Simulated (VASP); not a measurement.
Set up this calculation in VASP 6.6.1, as the native input.

```
Task                   : relaxation of cell and atoms
Functional             : r2SCAN
Dispersion             : rVV10
Potentials or basis    : VASP PAW PBE potentials, release 64 (Ti_sv, Al)
Cutoff                 : 600 eV
k mesh                 : 14 × 14 × 14
Occupations            : gaussian, width 0.1 eV
Spin                   : no spin polarisation
Dipole correction      : no
Further INCAR settings : ALGO = Normal; EDIFF = 1e-06; IBRION = 2; EDIFFG = -0.002; NSW = 100; ISIF = 3
```

Crystal: TiAl (scanv).

```
Ti Al
1.0
     3.17906    0.00000    0.00000
     0.00000    3.17906    0.00000
     0.00000    0.00000    3.17906
Ti Al
1 1
Direct
  0.00000 0.00000 0.00000
  0.50000 0.50000 0.50000
```

The input as run:

POSCAR

```
TiAl
1.0
    3.1790640000      0.0000000000      0.0000000000
    0.0000000000      3.1790640000      0.0000000000
    0.0000000000      0.0000000000      3.1790640000
Ti Al
1 1
Direct
    0.0000000000      0.0000000000      0.0000000000
    0.5000000000      0.5000000000      0.5000000000
```

INCAR.step1

```
SYSTEM = TiAl
  PREC = Accurate
  ENCUT = 600
  ISMEAR = 0
  SIGMA = 0.1
  LREAL = .False.
  LASPH = .True.
  NELM = 60
  GGA = PE
  ALGO = Normal
  EDIFF = 1E-4
  LWAVE = .True.
  LCHARG = .False.
```

INCAR.step2

```
SYSTEM = TiAl
  PREC = Accurate
  ENCUT = 600
  EDIFF = 1E-6
  ISMEAR = 0
  SIGMA = 0.1
  LREAL = .False.
  LASPH = .True.
  NELM = 60
  ALGO = Normal
  ISIF = 3
  LWAVE = .False.
  LCHARG = .False.
  METAGGA = R2SCAN
  LMIXTAU = .True.
  LUSE_VDW = .True.
  IVDW_NL = 2
  BPARAM = 11.95
  CPARAM = 0.0093
  IBRION = 2
  NSW = 100
  EDIFFG = -0.002
  ISTART = 1
```

KPOINTS

```
regular mesh
0
Gamma
  14 14 14
  0 0 0
```

Potentials or basis: VASP PAW PBE potentials, release 64 (Ti_sv, Al).

The run is started by

```sh
$ cat potpaw_PBE.64/Ti_sv/POTCAR potpaw_PBE.64/Al/POTCAR > POTCAR
$ cp INCAR.step1 INCAR
$ mpirun -np 1 vasp_std > vasp.out
$ cp INCAR.step2 INCAR
$ mpirun -np 1 vasp_std > vasp.out
```

Results of the run:

| Item | Value |
| --- | --- |
| Relaxed volume | 15.88 Å³/atom |
| Relaxed cell | a = 3.167 Å, b = 3.167 Å, c = 3.167 Å, α = 90.00°, β = 90.00°, γ = 90.00° |
| Space group after relaxing (to 0.05 Å) | Pm-3m (No. 221) |
| Energy gained by relaxing | 0.8 meV/atom |
| Ionic steps | 3 |
| Pressure after relaxing | 0.0 GPa |

Caveat: the PAW data sets were made with another functional, which shifts forces and pressure a little.

Wall time 4.8 min on 1 thread of Intel(R) Xeon(R) 6975P-C (Granite Rapids), with other jobs on the host, peak memory 0.3 GiB.
